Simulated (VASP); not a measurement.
# NaH (Fm-3m) in VASP: a series of runs, part 2 of 2

VASP 6.6.1. The steps go on from the part before.

## (4) Single point, PBE

This run uses another cell than the first one, of 14.10 Å³/atom, 1.023 times its volume.

Input file INCAR:

```
SYSTEM = NaH
PREC     = Accurate       ! precision mode
ENCUT    = 520            ! plane-wave cutoff, eV
EDIFF    = 1E-6           ! SCF threshold, eV
ISMEAR   = -1             ! smearing method
SIGMA    = 0.02           ! smearing width, eV
LREAL    = .False.        ! projectors in reciprocal space
LASPH    = .True.         ! aspherical terms in the spheres
NELM     = 80             ! most SCF steps
ALGO     = Normal         ! electronic algorithm
ISIF     = 2              ! what is computed and relaxed
LWAVE    = .False.        ! write WAVECAR
LCHARG   = .False.        ! write CHGCAR
GGA      = PE             ! functional
NBANDS   = 11             ! bands
```

Input file KPOINTS:

```
Automatic mesh
0
Gamma
  8 8 8
  0 0 0
```

Input file POSCAR:

```
NaH
1.0
    0.0000000000      2.4160403182      2.4160403182
    2.4160403182      0.0000000000      2.4160403182
    2.4160403182      2.4160403182      0.0000000000
Na H
1 1
Direct
    0.0000000000      0.0000000000      0.0000000000
    0.5000000000      0.5000000000      0.5000000000
```

Potentials or basis: VASP PAW PBE potentials, release 64 (Na_pv, H).

Started as:

```console
> cat potpaw_PBE.64/Na_pv/POTCAR potpaw_PBE.64/H/POTCAR > POTCAR
> mpirun -np 1 vasp_std > vasp.out
```

OUTCAR:

```text
SYSTEM = NaH
   PREC = Accurate
   ENCUT = 520
   EDIFF = 1E-6
   ISMEAR = -1
   LREAL = .False.
   LASPH = .True.
   NELM = 80
   ISIF = 2
   GGA = PE

 ion  position               nearest neighbor table
   1  0.000  0.000  0.000-
   2  0.500  0.500  0.500-

  LATTYP: Found a face centered cubic cell.
 ALAT       =     4.8320806364

  Lattice vectors:

 A1 = (   0.0000000000,   2.4160403182,   2.4160403182)
 A2 = (   2.4160403182,   0.0000000000,   2.4160403182)
 A3 = (   2.4160403182,   2.4160403182,   0.0000000000)
[... 510 lines left out ...]
      5       3.4320      0.00000
      6       6.7077      0.00000
      7       9.9058      0.00000
      8      13.8107      0.00000
      9      15.0380      0.00000
     10      18.2585      0.00000
     11      20.3600      0.00000

 [... further k-points ...]
[... 5 lines left out ...]
  --------------------------------------------------------------------------------------
  -------------------------------------------------------------------------------------
  Total       -0.0051611     -0.0051611     -0.0051611      0.0000000      0.0000000      0.0000000
  in kB       -0.2931622     -0.2931622     -0.2931622      0.0000000      0.0000000      0.0000000
  external PRESSURE =      -0.2931622 kB  Pullay stress =       0.0000000 kB

 VOLUME and BASIS-vectors are now :
 -----------------------------------------------------------------------------
  energy-cutoff  :      520.00
  volume of cell :       28.21
      direct lattice vectors                 reciprocal lattice vectors
     0.000000000  2.416040318  2.416040318    -0.206950189  0.206950189  0.206950189
     2.416040318  0.000000000  2.416040318     0.206950189 -0.206950189  0.206950189
     2.416040318  2.416040318  0.000000000     0.206950189  0.206950189 -0.206950189

 POSITION                                       TOTAL-FORCE (eV/Angst)
 -----------------------------------------------------------------------------------
      0.00000      0.00000      0.00000         0.000000      0.000000     -0.000000
      2.41604      2.41604      2.41604        -0.000000     -0.000000      0.000000
 -----------------------------------------------------------------------------------
    total drift:                               -0.000000     -0.000000     -0.000000

  FREE ENERGIE OF THE ION-ELECTRON SYSTEM (eV)
  ---------------------------------------------------
  free  energy   TOTEN  =        -5.0876126381 eV

  energy  without entropy=       -5.0876126381  energy(sigma->0) =       -5.08761264
```

OSZICAR:

```text
N       E                     dE             d eps       ncg     rms          rms(c)
DAV:   1     0.361983272533E+02    0.36198E+02   -0.44147E+03   644   0.739E+02
DAV:   2    -0.421693860488E+01   -0.40415E+02   -0.39699E+02   653   0.198E+02
DAV:   3    -0.550503617307E+01   -0.12881E+01   -0.12862E+01   760   0.331E+01
DAV:   4    -0.551492166345E+01   -0.98855E-02   -0.98841E-02   753   0.295E+00
DAV:   5    -0.551501338674E+01   -0.91723E-04   -0.91721E-04   727   0.282E-01    0.319E+00
DAV:   6    -0.517522549269E+01    0.33979E+00   -0.32580E-01   744   0.277E+00    0.148E+00
DAV:   7    -0.508295980113E+01    0.92266E-01   -0.32165E-01   704   0.214E+00    0.352E-01
DAV:   8    -0.508769283251E+01   -0.47330E-02   -0.10066E-02   701   0.955E-01    0.686E-02
DAV:   9    -0.508762478881E+01    0.68044E-04   -0.11681E-03   754   0.360E-01    0.233E-02
DAV:  10    -0.508760976276E+01    0.15026E-04   -0.63258E-05   707   0.500E-02    0.433E-03
DAV:  11    -0.508761289263E+01   -0.31299E-05   -0.59536E-06   707   0.110E-02    0.315E-03
DAV:  12    -0.508761263814E+01    0.25449E-06   -0.22373E-07   427   0.319E-03
   1 F= -.50876126E+01 E0= -.50876126E+01  d E =-.688450E-12
```

It took 7.4 s on 1 thread of Intel Xeon 6975P-C, shared host; peak memory 0.15 GiB.

What came out:

| Property | Result |
| --- | --- |
| Free energy | -5.0876 eV |
| Pressure | 0.0 GPa |
| Band gap on the k mesh | 3.76 eV, indirect (least direct gap 4.62 eV) |

Levels at points of the mesh, in eV from the valence-band top:
| k point | band 1 | band 2 | band 3 | band 4 | band 5 | band 6 | band 7 | band 8 | band 9 |
| --- | --- | --- | --- | --- | --- | --- | --- | --- | --- |
| (0.00, 0.00, 0.00) | -22.10 | -22.10 | -22.10 | -3.62 | 10.42 | 15.60 | 15.60 | 15.60 | 16.46 |
| (0.50, 0.00, 0.00) | -22.20 | -22.11 | -22.11 | -0.86 | 3.76 | 10.78 | 13.39 | 13.39 | 16.37 |
| (0.50, 0.50, 0.00) | -22.19 | -22.13 | -22.13 | -0.18 | 4.64 | 10.03 | 10.67 | 10.67 | 11.77 |

A k mesh can miss the band edges. PBE gaps usually lie below the measured ones, often by a third to a half.

## (5) Overview

```csv
level,potentials or basis,cell,k mesh,smearing,gap on the mesh (eV),pressure (GPa)
PBE,"VASP PAW PBE potentials, release 64 (Na_pv, H)","a = 3.391 Å, angles 60.0°, 2 atoms",6 × 6 × 6,gaussian 0.01 eV,3.85,0.5
LDA,"VASP PAW LDA potentials, release 64 (Na_pv, H)","a = 3.315 Å, angles 60.0°, 2 atoms",8 × 8 × 8,fermi-dirac 0.02 eV,3.55,0.0
PBE,"VASP PAW PBE potentials, release 64 (Na_pv, H)","a = 3.417 Å, angles 60.0°, 2 atoms",8 × 8 × 8,fermi-dirac 0.02 eV,3.76,0.0
```

Alike in all rows: task single point; no spin polarisation; cutoff (eV) 520.

Total energies depend on the potentials used, so only differences within one code and one set of settings carry meaning.
